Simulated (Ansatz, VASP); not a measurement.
# Ta2C in VASP and in Ansatz

```xyz
3
Lattice="3.0953 0.0000 0.0000 -1.5477 2.6806 0.0000 0.0000 0.0000 4.9211" Properties=species:S:1:pos:R:3 pbc="T T T"
Ta    0.0000    1.7871    1.2444
Ta    1.5477    0.8935    3.6767
C     0.0000    0.0000    0.0000
```

Alike in both runs: task single point; functional PBEsol; k mesh 18 × 18 × 12; occupations gaussian, width 0.15 eV; no spin polarisation.

|  | VASP | Ansatz |
| --- | --- | --- |
| version | VASP 6.6.1 | Ansatz 0.2.0 |
| potentials or method | VASP PAW PBE potentials, release 64 (Ta_pv, C), cutoff 520 eV | scalar-relativistic, plane waves, PAW |
| valence electrons in the cell | 26 | 30 |

```csv
,VASP,Ansatz,Ansatz less VASP
gap on the k mesh at the Fermi level (eV),none,none,-
pressure (GPa),0.5,0.0,-0.50
rms of the force components (eV/Å),0.024,0.002,-0.0215
```

VASP's potentials were made for PBE, not for PBEsol. Atom by atom the forces differ by 0.022 eV/Å (rms over components). A gap of «none» marks a metal or a gap that the smearing closes. VASP's potentials hold 26 valence electrons a cell and Ansatz's 30, so a difference there can come from the potentials and not from the codes.

Neither program's run includes spin-orbit coupling.
